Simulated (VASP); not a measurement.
Na2P3:

```
Na P
1.0
     4.07322    0.00000    0.00000
    -2.03661    3.52751    0.00000
     0.00000    0.00000    6.33726
Na P
2 3
Direct
  0.33333 0.66667 0.24500
  0.66667 0.33333 0.75500
  0.00000 0.00000 0.00000
  0.33333 0.66667 0.64500
  0.66667 0.33333 0.35500
```

| Property | Result |
| --- | --- |
| Program | VASP 6.6.1 |
| Task | relaxation of cell and atoms |
| Functional | PBE |
| Potentials or basis | VASP PAW PBE potentials, release 64 (Na_pv, P) |
| Cutoff | 600 eV |
| k mesh | 6 × 6 × 4 |
| Occupations | gaussian, width 0.1 eV |
| Spin | no spin polarisation |

At the start: pressure 9.2 GPa; volume 18.21 Å³/atom.

**Question.** Where does the relaxation end?

**Answer.** Over 52 steps the energy falls by 833.5 meV/atom and the volume is 20.65 Å³/atom (+13.4 %); space group P-3m1 (No. 164, to 0.05 Å).

Step by step:
| step | energy change (eV) | largest force (eV/Å) | pressure (GPa) | volume (Å³) |
| --- | --- | --- | --- | --- |
| 1 | 0.0000 | 1.9869 | 9.23 | 91.06 |
| 3 | -0.9862 | 1.0758 | -3.16 | 114.21 |
| 5 | -1.2093 | 1.0307 | -2.11 | 108.32 |
| 7 | -0.2967 | 2.1606 | 17.08 | 79.18 |
| 9 | -1.4688 | 0.1667 | 6.45 | 87.50 |
| 11 | -1.6919 | 0.5649 | 0.16 | 97.72 |
| 13 | -1.7312 | 0.3210 | -0.29 | 99.00 |
| 15 | -1.7722 | 0.0759 | -0.66 | 100.91 |
| 17 | -1.8001 | 0.1580 | 0.94 | 99.00 |
| 19 | -1.9079 | 0.6718 | 1.12 | 103.39 |
| 21 | -2.0040 | 1.5623 | 3.14 | 108.50 |
| 23 | -2.0687 | 1.6792 | 3.13 | 111.73 |
| 25 | -2.1511 | 1.7050 | 4.55 | 122.78 |
| 27 | -2.3227 | 0.7545 | 1.53 | 141.37 |
| 29 | -2.3554 | 0.9980 | 2.33 | 136.53 |
| 31 | -2.5427 | 0.9096 | 0.29 | 138.12 |
| 33 | -2.5679 | 0.8542 | -1.05 | 139.06 |
| 35 | -2.8689 | 0.8147 | -1.71 | 133.78 |
| 37 | -2.8859 | 3.0179 | -3.93 | 112.37 |
| 39 | -3.4755 | 0.9980 | -2.94 | 117.30 |
| 41 | -3.4898 | 2.0737 | 6.46 | 87.54 |
| 43 | -3.9362 | 1.0271 | 1.15 | 100.14 |
| 45 | -4.0433 | 0.2764 | 3.53 | 97.08 |
| 47 | -4.1524 | 0.2972 | 0.45 | 103.14 |
| 49 | -4.1607 | 0.1287 | 0.00 | 103.42 |
| 51 | -4.1629 | 0.1031 | -0.11 | 103.47 |
| 52 | -4.1673 | 0.0276 | -0.08 | 103.27 |

Final structure:
```cif
data_structure
_symmetry_space_group_name_H-M 'P 1'
_symmetry_Int_Tables_number 1
_cell_length_a 3.4489
_cell_length_b 3.4489
_cell_length_c 10.0250
_cell_angle_alpha 90.000
_cell_angle_beta 90.000
_cell_angle_gamma 120.000
_cell_volume 103.27
loop_
_atom_site_label
_atom_site_type_symbol
_atom_site_fract_x
_atom_site_fract_y
_atom_site_fract_z
_atom_site_occupancy
Na1 Na 0.33333 0.66667 0.20029 1
Na2 Na 0.66667 0.33333 0.79971 1
P1 P 0.00000 0.00000 0.00000 1
P2 P 0.33333 0.66667 0.55415 1
P3 P 0.66667 0.33333 0.44585 1
```
